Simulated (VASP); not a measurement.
# I (Fmmm) in VASP: relaxation of cell and atoms with PBEsol

Aim: the relaxation of cell and atoms of I with PBEsol.

Program: VASP 6.6.1. These are calculated values, not measurements. Logs are shortened: lines on timing, memory, paths and dates and some standing lists are left out, and cuts for length are marked.

## Step 1: The cell of the first run

It takes space group Fmmm (No. 69, orthorhombic). Conventional cell: a = 4.384 Å, b = 4.731 Å, c = 7.820 Å, α = 90.00°, β = 90.00°, γ = 90.00°. I (site symmetry mmm) has 4 I at 3.23 Å within 4.2 Å.

## Step 2: Relaxation of cell and atoms, PBEsol

Contents of INCAR:

```
SYSTEM = I
ALGO = Normal
EDIFF = 1E-6
EDIFFG = -0.005
ENCUT = 600
GGA = PS
IBRION = 2
ISIF = 3
ISMEAR = 0
LASPH = .TRUE.
LCHARG = .FALSE.
LREAL = .FALSE.
LWAVE = .FALSE.
NELM = 80
NSW = 100
PREC = Accurate
SIGMA = 0.1
```

Contents of KPOINTS:

```
k-points
0
G
  14 14 14
  0 0 0
```

Contents of POSCAR:

```
I
1.0
    0.0000000000      2.3656004428      3.9098401324
    2.1922454667      0.0000000000      3.9098401324
    2.1922454667      2.3656004428      0.0000000000
I
1
Direct
    0.0000000000      0.0000000000      0.0000000000
```

Potentials or basis: VASP PAW PBE potentials, release 64 (I).

The run is started by

```
$ cat potpaw_PBE.64/I/POTCAR > POTCAR
$ mpirun -np 1 vasp_std > vasp.out
```

OUTCAR:

```text
SYSTEM = I
   EDIFF = 1E-6
   EDIFFG = -0.005
   ENCUT = 600
   GGA = PS
   IBRION = 2
   ISIF = 3
   ISMEAR = 0
   LASPH = .TRUE.
   LREAL = .FALSE.
   NELM = 80
   NSW = 100
   PREC = Accurate

 ion  position               nearest neighbor table
   1  0.000  0.000  0.000-

  LATTYP: Found a face centered orthorhombic cell.
 ALAT       =     4.3844909334
 B/A-ratio  =     1.0790764441
 C/A-ratio  =     1.7834864717

  Lattice vectors:

 A1 = (   0.0000000000,   2.3656004428,   3.9098401324)
 A2 = (   2.1922454667,   0.0000000000,   3.9098401324)
 A3 = (   2.1922454667,   2.3656004428,   0.0000000000)

Analysis of symmetry for initial positions (statically):
=====================================================================
 Subroutine PRICEL returns:
 Original cell was already a primitive cell.

 Routine SETGRP: Setting up the symmetry group for a
 face centered orthorhombic supercell.

 Subroutine GETGRP returns: Found  8 space group operations
 (whereof  8 operations were pure point group operations)
 out of a pool of  8 trial point group operations.

The static configuration has the point symmetry D_2h.

Analysis of symmetry for dynamics (positions and initial velocities):
=====================================================================
 Subroutine PRICEL returns:
 Original cell was already a primitive cell.

 Routine SETGRP: Setting up the symmetry group for a
 face centered orthorhombic supercell.

 Subroutine GETGRP returns: Found  8 space group operations
 (whereof  8 operations were pure point group operations)
 out of a pool of  8 trial point group operations.

The dynamic configuration has the point symmetry D_2h.

 Subroutine INISYM returns: Found  8 space group operations
 (whereof  8 operations are pure point group operations),
 and found     1 'primitive' translations

----------------------------------------------------------------------------------------

                                     Primitive cell

  volume of cell :      40.5527

  direct lattice vectors                    reciprocal lattice vectors
     0.000000000  2.365600443  3.909840132    -0.228076649  0.211362828  0.127882467
     2.192245467  0.000000000  3.909840132     0.228076649 -0.211362828  0.127882467
     2.192245467  2.365600443  0.000000000     0.228076649  0.211362828 -0.127882467

  length of vectors
     4.569782852  4.482498193  3.225214046     0.336224818  0.336224818  0.336224818

  position of ions in fractional coordinates (direct lattice)
     0.000000000  0.000000000  0.000000000

  ion indices of the primitive-cell ions
   primitive index   ion index
                 1           1

----------------------------------------------------------------------------------------

 KPOINTS: k-points

Automatic generation of k-mesh.
 Grid dimensions read from file:
 generate k-points for:   14   14   14

 Generating k-lattice:

  Cartesian coordinates                     Fractional coordinates (reciprocal lattice)
    -0.016291189  0.015097345  0.009134462     0.071428571  0.000000000  0.000000000
     0.016291189 -0.015097345  0.009134462     0.000000000  0.071428571  0.000000000
     0.016291189  0.015097345 -0.009134462     0.000000000  0.000000000  0.071428571

  Length of vectors
     0.024016058  0.024016058  0.024016058

  Shift w.r.t. Gamma in fractional coordinates (k-lattice)
     0.000000000  0.000000000  0.000000000

 Subroutine IBZKPT returns following result:
 ===========================================

 Found    428 irreducible k-points:

 Following reciprocal coordinates:
            Coordinates               Weight
  0.000000  0.000000  0.000000      1.000000
  0.071429  0.000000  0.000000      8.000000
  0.142857  0.000000  0.000000      8.000000
  0.214286 -0.000000  0.000000      8.000000
  0.285714  0.000000  0.000000      8.000000
  0.357143  0.000000  0.000000      8.000000
[... 16 lines left out ...]
  0.214286  0.142857  0.000000      8.000000
  0.285714  0.142857  0.000000      8.000000
 [... further k-points ...]
   k-points           NKPTS =    428   k-points in BZ     NKDIM =    428   number of bands    NBANDS=      7
   number of dos      NEDOS =    301   number of ions     NIONS =      1
   total plane-waves  NPLWV =  40320
   dimension x,y,z NGX =    40 NGY =   36 NGZ =   28
   dimension x,y,z NGXF=    80 NGYF=   72 NGZF=   56
   ions per type =               1
   NGX,Y,Z   is equivalent  to a cutoff of  14.55, 13.35, 14.43 a.u.
   NGXF,Y,Z  is equivalent  to a cutoff of  29.10, 26.70, 28.87 a.u.
 SYSTEM =  I
   PREC   = accura    normal or accurate (medium, high low for compatibility)
   ISTART =      0    job   : 0-new  1-cont  2-samecut
   ICHARG =      2    charge: 1-file 2-atom 10-const
   ISPIN  =      1    spin polarized calculation?
   LNONCOLLINEAR =      F non collinear calculations
   LSORBIT =      F    spin-orbit coupling
   LASPH  =      T    aspherical Exc in radial PAW
   ENCUT  =  600.0 eV  44.10 Ry    6.64 a.u.   9.13  8.95  6.44*2*pi/ulx,y,z
   NELM   =     80;   NELMIN=  2; NELMDL= -5     # of ELM steps
   EDIFF  = 0.1E-05   stopping-criterion for ELM
   LREAL  =      F    real-space projection
   EDIFFG = -.5E-02   stopping-criterion for IOM
   NSW    =    100    number of steps for IOM
   IBRION =      2    ionic relax: 0-MD 1-quasi-New 2-CG
   NFREE  =      1    steps in history (QN), initial steepest desc. (CG)
   ISIF   =      3    stress and relaxation
   ISYM   =      2    0-nonsym 1-usesym 2-fastsym
   POTIM  = 0.5000    time-step for ionic-motion
   TEBEG  =    0.0;   TEEND  =   0.0 temperature during run
   PSTRESS=    0.0 pullay stress
   NELECT =       7.0000    total number of electrons
   NUPDOWN=      -1.0000    fix difference up-down
   EMIN   =  10.00;   EMAX   =-10.00  energy-range for DOS
   EFERMI =   0.00;   METHOD = LEGACY
   ISMEAR =     0;   SIGMA  =   0.10  broadening in eV -4-tet -1-fermi 0-gaus
   EFERMI_NEDOS =   21; number of points for ismear=-14 and -15
   IALGO  =     38    algorithm
   IMIX   =      4    mixing-type and parameters
     AMIX     =   0.40;   BMIX     =  1.00
     AMIX_MAG =   1.60;   BMIX_MAG =  1.00
  volume/ion in A,a.u.               =      40.55       273.66
  Fermi-wavevector in a.u.,A,eV,Ry     =   0.911523  1.722529 11.304731  0.830874
  Thomas-Fermi vector in A             =   2.035812
   LORBIT       =      0    0 simple, 1 ext, 2 COOP (PROOUT), +10 PAW based schemes
   GGA     = PS    functional components
   LHFCALC =     F    Hartree Fock is set to
   AEXX    =    0.0000 exact exchange contribution
   IVDW    =     0    specifies the selected vdW correction
   LEPSILON=     F    determine dielectric tensor
   LRPA    =     F    only Hartree local field effects (RPA)
 conjugate gradient relaxation of ions
 non-spin polarized calculation
 Gauss-broadening in eV      SIGMA  =   0.10
  energy-cutoff  :      600.00
  volume of cell :       40.55
 maximum number of plane-waves:      1390
 NGX is ok and might be reduce to    40
   NGX = 19   NGY = 17   NGZ = 13

--------------------------------------- Ionic step        1  -------------------------------------------

 number of electron       6.9999999 magnetization

 Free energy of the ion-electron system (eV)
  ---------------------------------------------------
  ext. energy  EPLUGINS =         0.00000000
  ---------------------------------------------------
  free energy    TOTEN  =        -1.67215944 eV

  energy without entropy =       -1.66973144  energy(sigma->0) =       -1.67094544

------------------------ aborting loop because EDIFF is reached ----------------------------------------

  FORCE on cell =-STRESS in cart. coord.  units (eV):
  Direction    XX          YY          ZZ          XY          YZ          ZX
  --------------------------------------------------------------------------------------
  -------------------------------------------------------------------------------------
  Total       -0.4342498     -0.5493091     -0.0731144     -0.0000000      0.0000000      0.0000000
  in kB      -17.1565771    -21.7024006     -2.8886424     -0.0000000      0.0000000      0.0000000
  external PRESSURE =     -13.9158733 kB  Pullay stress =       0.0000000 kB
[... 86 lines left out ...]
  FREE ENERGIE OF THE ION-ELECTRON SYSTEM (eV)
  ---------------------------------------------------
  free  energy   TOTEN  =        -1.6806861931 eV

  energy  without entropy=       -1.6784778376  energy(sigma->0) =       -1.67958202

[... ionic steps 4 to 38 ...]

--------------------------------------- Ionic step       39  -------------------------------------------

 number of electron       7.0000000 magnetization

------------------------ aborting loop because EDIFF is reached ----------------------------------------

  FORCE on cell =-STRESS in cart. coord.  units (eV):
  Direction    XX          YY          ZZ          XY          YZ          ZX
  --------------------------------------------------------------------------------------
  -------------------------------------------------------------------------------------
  Total        0.0040655      0.0045654     -0.0052245      0.0000000      0.0000000      0.0000000
  in kB        0.1715158      0.1926059     -0.2204136      0.0000000      0.0000000      0.0000000
  external PRESSURE =       0.0479027 kB  Pullay stress =       0.0000000 kB
[... 55 lines left out ...]
  energy  without entropy=       -1.6804962433  energy(sigma->0) =       -1.68158190

--------------------------------------- Ionic step       41  -------------------------------------------

 number of electron       7.0000000 magnetization

 Free energy of the ion-electron system (eV)
  ---------------------------------------------------
  ext. energy  EPLUGINS =         0.00000000
  ---------------------------------------------------
  free energy    TOTEN  =        -1.68266730 eV

  energy without entropy =       -1.68049580  energy(sigma->0) =       -1.68158155

 E-fermi :   4.2028     XC(G=0):  -8.7446

 val. band max:        4.1953873250   @ k =   0.4286   0.0714   0.1429
 cond. band min:       4.2225188967   @ k =  -0.2143   0.1429   0.1429
 fundamental gap:      0.0271315718
 Fermi energy:         4.2028027854

 k-point     1 :       0.0000    0.0000    0.0000
  band No.  band energies     occupation
      1     -10.1304      2.00000
      2       2.1606      2.00000
      3       5.1100      0.00000
      4       5.1103      0.00000
      5       8.4894      0.00000
      6      11.4873      0.00000
      7      12.3773      0.00000
[... 221 lines left out ...]
 k-point    24 :       0.2857    0.1429    0.0000
  band No.  band energies     occupation
      1      -9.7920      2.00000
      2       1.1280      2.00000
      3       3.2455      2.00000
      4       5.1716      0.00000
      5      10.7634      0.00000
      6      11.7199      0.00000
      7      13.6245      0.00000

 [... further k-points ...]
[... 5 lines left out ...]
  --------------------------------------------------------------------------------------
  -------------------------------------------------------------------------------------
  Total        0.0027070      0.0031877     -0.0035342      0.0000000      0.0000000      0.0000000
  in kB        0.1141722      0.1344463     -0.1490645      0.0000000      0.0000000      0.0000000
  external PRESSURE =       0.0331847 kB  Pullay stress =       0.0000000 kB
[... 16 lines left out ...]
  FREE ENERGIE OF THE ION-ELECTRON SYSTEM (eV)
  ---------------------------------------------------
  free  energy   TOTEN  =        -1.6826672988 eV

  energy  without entropy=       -1.6804958001  energy(sigma->0) =       -1.68158155

 reached required accuracy - stopping structural energy minimisation
```

It took 26 min on 1 thread of Intel Xeon Platinum 8488C (Sapphire Rapids), shared host; peak memory 0.31 GiB.

Results:

- Free energy: -1.6827 eV
- Relaxed volume: 37.99 Å³/atom
- Relaxed cell: a = 4.391 Å, b = 4.391 Å, c = 3.172 Å, α = 68.83°, β = 68.82°, γ = 42.35°
- Space group after relaxing (to 0.1 Å): I4/mmm (No. 139)
- Energy gained by relaxing: 10.5 meV/atom
- Ionic steps: 41
- Pressure after relaxing: 0.0 GPa
- Band gap on the k mesh: zero (an odd number of electrons rules out a gap without spin polarisation)

Step by step:
```
step  energy change (eV)  largest force (eV/Å)  pressure (GPa)  volume (Å³)
   1              0.0000                0.0000           -1.39        40.55
   3             -0.0085                0.0000           -0.08        39.14
   5             -0.0095                0.0000            0.07        38.62
   7             -0.0099                0.0000           -0.18        37.89
   9             -0.0101                0.0000           -0.05        37.86
  11             -0.0101                0.0000            0.00        37.85
  13             -0.0101                0.0000            0.00        37.84
  15             -0.0101                0.0000            0.01        37.85
  17             -0.0102                0.0000            0.02        37.89
  19             -0.0104                0.0000            0.07        38.04
  21             -0.0104                0.0000            0.07        38.02
  23             -0.0104                0.0000            0.00        38.11
  25             -0.0104                0.0000           -0.03        38.15
  27             -0.0104                0.0000           -0.05        38.16
  29             -0.0104                0.0000           -0.05        38.15
  31             -0.0105                0.0000           -0.03        38.12
  33             -0.0105                0.0000           -0.03        38.00
  35             -0.0105                0.0000           -0.04        38.03
  37             -0.0105                0.0000           -0.01        37.99
  39             -0.0105                0.0000            0.00        37.98
  41             -0.0105                0.0000            0.00        37.99
```

Final structure:
```
CELL_PARAMETERS angstrom
0.00000 2.24322 3.77477
2.24306 0.00000 3.77477
2.24306 2.24322 0.00000
ATOMIC_POSITIONS crystal
I 0.00000 0.00000 0.00000
```

Levels at points of the mesh, in eV from the Fermi level:
| k point | band 1 | band 2 | band 3 | band 4 | band 5 | band 6 | band 7 |
| --- | --- | --- | --- | --- | --- | --- | --- |
| (0.00, 0.00, 0.00) | -14.33 | -2.04 | 0.91 | 0.91 | 4.29 | 7.28 | 8.17 |
| (0.50, 0.00, 0.00) | -12.70 | -5.70 | -1.95 | 1.86 | 4.35 | 9.35 | 10.65 |
| (0.50, 0.50, 0.00) | -14.00 | -4.61 | 0.62 | 0.62 | 6.65 | 7.05 | 11.11 |
| (0.50, 0.00, 0.50) | -11.21 | -4.51 | -4.12 | -0.75 | 3.43 | 5.72 | 10.03 |
| (0.00, 0.50, 0.50) | -11.21 | -4.51 | -4.12 | -0.75 | 3.43 | 5.71 | 10.03 |

Caveat: the PAW data sets were made with another functional, which shifts forces and pressure a little; spin-orbit coupling is left out, which moves the levels of the heavy elements; an odd number of electrons without spin polarisation forces a metal; a magnetic or distorted state may lie lower.

The gap in the log of VASP goes by the Fermi energy; the results here count the filled bands.